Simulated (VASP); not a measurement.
# NaH (a cell with a defect) in VASP: single point with r2SCAN

Aim: the single point of NaH (a cell with a defect) with r2SCAN.

Everything below comes from runs of VASP 6.6.1. Logs are shortened: lines on timing, memory, paths and dates and some standing lists are left out, and cuts for length are marked.

## Step 1: The cell of the first run

The cell holds a defect, 2 atoms: a = 3.461 Å, b = 3.527 Å, c = 3.707 Å, α = 57.99°, β = 58.41°, γ = 58.96°.

## Step 2: Single point, r2SCAN

File POSCAR:

```
NaH
1.0
    0.1031570000      2.4880340000      2.4033270000
    2.5556750000      0.0772800000      2.4292030000
    2.6421390000      2.6003730000     -0.0091830000
H Na
1 1
Direct
    0.0141190000      0.0024780000      0.9864370000
    0.4789940000      0.5000080000      0.5064010000
```

File INCAR.step1:

```
ALGO = Normal ; EDIFF = 1E-4
ENCUT = 520 ; GGA = PE
ISMEAR = 0 ; LASPH = T
LCHARG = F ; LREAL = F
LWAVE = T ; NBANDS = 11
NELM = 80 ; PREC = Accurate
SIGMA = 0.0888
```

File INCAR.step2:

```
ALGO = Normal ; EDIFF = 1E-6
ENCUT = 520 ; ISIF = 2
ISMEAR = 0 ; ISTART = 1
LASPH = T ; LCHARG = F
LMIXTAU = T ; LREAL = F
LWAVE = F ; METAGGA = R2SCAN
NBANDS = 11 ; NELM = 80
PREC = Accurate ; SIGMA = 0.0888
```

File KPOINTS:

```
Automatic mesh
0
Gamma
  6 6 6
  0.5 0 0.5
```

Potentials or basis: VASP PAW PBE potentials, release 64 (H, Na_pv).

Launch:

```
> cat potpaw_PBE.64/H/POTCAR potpaw_PBE.64/Na_pv/POTCAR > POTCAR
> cp INCAR.step1 INCAR
> mpirun -np 1 vasp_std > vasp.out
> cp INCAR.step2 INCAR
> mpirun -np 1 vasp_std > vasp.out
```

OUTCAR:

```text
EDIFF = 1E-6
   ENCUT = 520
   ISIF = 2
   ISMEAR = 0
   ISTART = 1
   LASPH = T
   LREAL = F
   METAGGA = R2SCAN
   NELM = 80
   PREC = Accurate

 ion  position               nearest neighbor table
   1  0.014  0.002  0.986-
   2  0.479  0.500  0.506-

  LATTYP: Found a triclinic cell.
 ALAT       =     3.5098718773
 B/A-ratio  =     1.3795001285
 C/A-ratio  =     1.0562051633
 COS(alpha) =     0.0050988974
 COS(beta)  =     0.5235192293
 COS(gamma) =     0.6998200463

  Lattice vectors:

 A1 = (  -0.0864640000,  -2.5230930000,   2.4383860000)
 A2 = (   0.0166930000,  -0.0350590000,   4.8417130000)
 A3 = (  -2.6421390000,  -2.6003730000,   0.0091830000)

Analysis of symmetry for initial positions (statically):
=====================================================================
 Subroutine PRICEL returns:
 Original cell was already a primitive cell.

 Routine SETGRP: Setting up the symmetry group for a
 triclinic supercell.

 Subroutine GETGRP returns: Found  1 space group operations
 (whereof  1 operations were pure point group operations)
 out of a pool of  2 trial point group operations.

The static configuration has the point symmetry C_1 .

Analysis of symmetry for dynamics (positions and initial velocities):
=====================================================================
 Subroutine PRICEL returns:
 Original cell was already a primitive cell.

 Routine SETGRP: Setting up the symmetry group for a
 triclinic supercell.

 Subroutine GETGRP returns: Found  1 space group operations
 (whereof  1 operations were pure point group operations)
 out of a pool of  2 trial point group operations.

The dynamic configuration has the point symmetry C_1 .

 Subroutine INISYM returns: Found  1 space group operations
 (whereof  1 operations are pure point group operations),
 and found     1 'primitive' translations

----------------------------------------------------------------------------------------

                                     Primitive cell

  volume of cell :      30.8567

  direct lattice vectors                    reciprocal lattice vectors
     0.103157000  2.488034000  2.403327000    -0.204738087  0.208763701  0.208756021
     2.555675000  0.077280000  2.429203000     0.203274895 -0.205818168  0.204347295
     2.642139000  2.600373000 -0.009183000     0.189852086  0.190932009 -0.205810488

  length of vectors
     3.460770900  3.526822099  3.707144799     0.359275720  0.354174558  0.338905302

  position of ions in fractional coordinates (direct lattice)
     0.014119000  0.002478000  0.986437000
     0.478994000  0.500008000  0.506401000

  ion indices of the primitive-cell ions
   primitive index   ion index
                 1           1
                 2           2

----------------------------------------------------------------------------------------

 KPOINTS: Automatic mesh

Automatic generation of k-mesh.
 Grid dimensions read from file:
 generate k-points for:    6    6    6

 Generating k-lattice:

  Cartesian coordinates                     Fractional coordinates (reciprocal lattice)
    -0.034123015  0.034793950  0.034792670     0.166666667 -0.000000000 -0.000000000
     0.033879149 -0.034303028  0.034057882    -0.000000000  0.166666667 -0.000000000
     0.031642014  0.031822002 -0.034301748     0.000000000  0.000000000  0.166666667

  Length of vectors
     0.059879287  0.059029093  0.056484217

  Shift w.r.t. Gamma in fractional coordinates (k-lattice)
     0.500000000  0.000000000  0.500000000

 Subroutine IBZKPT returns following result:
 ===========================================

 Found    108 irreducible k-points:

 Following reciprocal coordinates:
            Coordinates               Weight
  0.083333  0.000000  0.083333      2.000000
  0.250000  0.000000  0.083333      2.000000
  0.416667  0.000000  0.083333      2.000000
 -0.416667  0.000000  0.083333      2.000000
 -0.250000  0.000000  0.083333      2.000000
 -0.083333  0.000000  0.083333      2.000000
[... 16 lines left out ...]
 -0.250000  0.500000  0.083333      2.000000
 -0.083333  0.500000  0.083333      2.000000
 [... further k-points ...]
   k-points           NKPTS =    108   k-points in BZ     NKDIM =    108   number of bands    NBANDS=     11
   number of dos      NEDOS =    301   number of ions     NIONS =      2
   total plane-waves  NPLWV =  21952
   dimension x,y,z NGX =    28 NGY =   28 NGZ =   28
   dimension x,y,z NGXF=    56 NGYF=   56 NGZF=   56
   ions per type =               1   1
   NGX,Y,Z   is equivalent  to a cutoff of  13.45, 13.20, 12.56 a.u.
   NGXF,Y,Z  is equivalent  to a cutoff of  26.90, 26.40, 25.11 a.u.
 SYSTEM =  unknown system
   PREC   = accura    normal or accurate (medium, high low for compatibility)
   ISTART =      1    job   : 0-new  1-cont  2-samecut
   ICHARG =      0    charge: 1-file 2-atom 10-const
   ISPIN  =      1    spin polarized calculation?
   LNONCOLLINEAR =      F non collinear calculations
   LSORBIT =      F    spin-orbit coupling
   LASPH  =      T    aspherical Exc in radial PAW
   ENCUT  =  520.0 eV  38.22 Ry    6.18 a.u.   6.43  6.56  6.89*2*pi/ulx,y,z
   NELM   =     80;   NELMIN=  2; NELMDL=  0     # of ELM steps
   EDIFF  = 0.1E-05   stopping-criterion for ELM
   LREAL  =      F    real-space projection
   EDIFFG = 0.1E-04   stopping-criterion for IOM
   NSW    =      0    number of steps for IOM
   IBRION =     -1    ionic relax: 0-MD 1-quasi-New 2-CG
   NFREE  =      0    steps in history (QN), initial steepest desc. (CG)
   ISIF   =      2    stress and relaxation
   ISYM   =      2    0-nonsym 1-usesym 2-fastsym
   POTIM  = 0.5000    time-step for ionic-motion
   TEBEG  =    0.0;   TEEND  =   0.0 temperature during run
   PSTRESS=    0.0 pullay stress
   NELECT =       8.0000    total number of electrons
   NUPDOWN=      -1.0000    fix difference up-down
   EMIN   =  10.00;   EMAX   =-10.00  energy-range for DOS
   EFERMI =   0.00;   METHOD = LEGACY
   ISMEAR =     0;   SIGMA  =   0.09  broadening in eV -4-tet -1-fermi 0-gaus
   EFERMI_NEDOS =   21; number of points for ismear=-14 and -15
   IALGO  =     38    algorithm
   IMIX   =      4    mixing-type and parameters
     AMIX     =   0.40;   BMIX     =  1.00
     AMIX_MAG =   1.60;   BMIX_MAG =  1.00
  volume/ion in A,a.u.               =      15.43       104.12
  Fermi-wavevector in a.u.,A,eV,Ry     =   1.043891  1.972667 14.826370  1.089707
  Thomas-Fermi vector in A             =   2.178619
   LORBIT       =      0    0 simple, 1 ext, 2 COOP (PROOUT), +10 PAW based schemes
   METAGGA = R2SCAN    functional components
   LHFCALC =     F    Hartree Fock is set to
   AEXX    =    0.0000 exact exchange contribution
   IVDW    =     0    specifies the selected vdW correction
   LEPSILON=     F    determine dielectric tensor
   LRPA    =     F    only Hartree local field effects (RPA)
 non-spin polarized calculation
 Gauss-broadening in eV      SIGMA  =   0.09
  energy-cutoff  :      520.00
  volume of cell :       30.86
 maximum number of plane-waves:       847
 NGX is ok and might be reduce to    28
   NGX = 13   NGY = 13   NGZ = 13

 number of electron       8.0000001 magnetization

 Free energy of the ion-electron system (eV)
  ---------------------------------------------------
  ext. energy  EPLUGINS =         0.00000000
  ---------------------------------------------------
  free energy    TOTEN  =        -7.55458393 eV

  energy without entropy =       -7.55458393  energy(sigma->0) =       -7.55458393

 E-fermi :  -1.2716     XC(G=0):  -7.8115

 val. band max:       -1.6540553998   @ k =   0.4167  -0.3333   0.0833
 cond. band min:       2.5860890831   @ k =  -0.0833   0.0000   0.4167
 fundamental gap:      4.2401444829
 Fermi energy:        -1.2716076219

 k-point     1 :       0.0833    0.0000    0.0833
  band No.  band energies     occupation
      1     -24.8029      2.00000
      2     -24.7873      2.00000
      3     -24.7784      2.00000
      4      -4.8650      2.00000
      5       8.3444      0.00000
      6      12.0893      0.00000
      7      12.7589      0.00000
      8      13.5265      0.00000
      9      14.6745      0.00000
     10      15.8051      0.00000
     11      16.6026      0.00000

 k-point     2 :       0.2500    0.0000    0.0833
  band No.  band energies     occupation
      1     -24.8283      2.00000
      2     -24.7923      2.00000
      3     -24.7825      2.00000
      4      -4.0980      2.00000
      5       6.5426      0.00000
      6       9.7911      0.00000
      7      11.4884      0.00000
      8      13.1328      0.00000
      9      13.7658      0.00000
     10      16.1496      0.00000
     11      17.0224      0.00000

 k-point     3 :       0.4167    0.0000    0.0833
  band No.  band energies     occupation
      1     -24.8586      2.00000
      2     -24.7972      2.00000
      3     -24.7884      2.00000
      4      -2.7476      2.00000
      5       3.7242      0.00000
      6       8.4273      0.00000
      7      11.0074      0.00000
      8      11.9714      0.00000
      9      13.8417      0.00000
     10      15.6601      0.00000
     11      17.9300      0.00000

 k-point     4 :      -0.4167    0.0000    0.0833
  band No.  band energies     occupation
      1     -24.8628      2.00000
      2     -24.7974      2.00000
      3     -24.7909      2.00000
      4      -2.3947      2.00000
      5       3.1338      0.00000
      6       8.0674      0.00000
      7      11.1779      0.00000
      8      11.6318      0.00000
      9      14.3021      0.00000
     10      15.1366      0.00000
     11      17.9391      0.00000
[... 239 lines left out ...]
 k-point    22 :      -0.4167    0.5000    0.0833
  band No.  band energies     occupation
      1     -24.8338      2.00000
      2     -24.8226      2.00000
      3     -24.8123      2.00000
      4      -1.7187      2.00000
      5       3.7827      0.00000
      6       6.6241      0.00000
      7       8.2406      0.00000
      8      10.1675      0.00000
      9      12.0552      0.00000
     10      21.3370      0.00000
     11      22.5317      0.00000

 k-point    23 :      -0.2500    0.5000    0.0833
  band No.  band energies     occupation
      1     -24.8396      2.00000
      2     -24.8194      2.00000
      3     -24.8050      2.00000
      4      -1.8876      2.00000
      5       4.1203      0.00000
      6       5.6948      0.00000
      7       8.1917      0.00000
      8      11.1531      0.00000
      9      16.0779      0.00000
     10      17.8594      0.00000
     11      20.0907      0.00000

 k-point    24 :      -0.0833    0.5000    0.0833
  band No.  band energies     occupation
      1     -24.8574      2.00000
      2     -24.8013      2.00000
      3     -24.7943      2.00000
      4      -2.2264      2.00000
      5       3.0119      0.00000
      6       7.3012      0.00000
      7      10.3660      0.00000
      8      12.5219      0.00000
      9      14.0227      0.00000
     10      16.1676      0.00000
     11      19.5877      0.00000

 [... further k-points ...]
[... 5 lines left out ...]
  --------------------------------------------------------------------------------------
  -------------------------------------------------------------------------------------
  Total       -0.5280369     -0.4644557     -0.3073609     -0.2973996      0.0529695     -0.0098555
  in kB      -27.4173338    -24.1160003    -15.9591461    -15.4419218      2.7503436     -0.5117310
  external PRESSURE =     -22.4974934 kB  Pullay stress =       0.0000000 kB

 VOLUME and BASIS-vectors are now :
 -----------------------------------------------------------------------------
  energy-cutoff  :      520.00
  volume of cell :       30.86
      direct lattice vectors                 reciprocal lattice vectors
     0.103157000  2.488034000  2.403327000    -0.204738087  0.208763701  0.208756021
     2.555675000  0.077280000  2.429203000     0.203274895 -0.205818168  0.204347295
     2.642139000  2.600373000 -0.009183000     0.189852086  0.190932009 -0.205810488

 POSITION                                       TOTAL-FORCE (eV/Angst)
 -----------------------------------------------------------------------------------
      2.61409      2.60042      0.03089         0.014021     -0.018648     -0.092692
      2.66525      2.54723      2.36115        -0.014021      0.018648      0.092692
 -----------------------------------------------------------------------------------
    total drift:                                0.005881     -0.002261     -0.000396

  FREE ENERGIE OF THE ION-ELECTRON SYSTEM (eV)
  ---------------------------------------------------
  free  energy   TOTEN  =        -7.5545839342 eV

  energy  without entropy=       -7.5545839342  energy(sigma->0) =       -7.55458393
```

Wall time 1.8 min (1 thread of AMD EPYC 7R13 (Zen 3), shared host); peak memory 0.14 GiB.

Results:

```yaml
Free_energy: -7.5546 eV
Pressure: -2.2 GPa
Largest_force: 0.096 eV/Å
Band_gap_on_the_k_mesh: 4.24 eV
```

Forces on the atoms (eV/Å):
```
H    0.014 -0.019 -0.093
Na  -0.014  0.019  0.093
```

Caveat: the PAW data sets were made with another functional, which shifts forces and pressure a little.
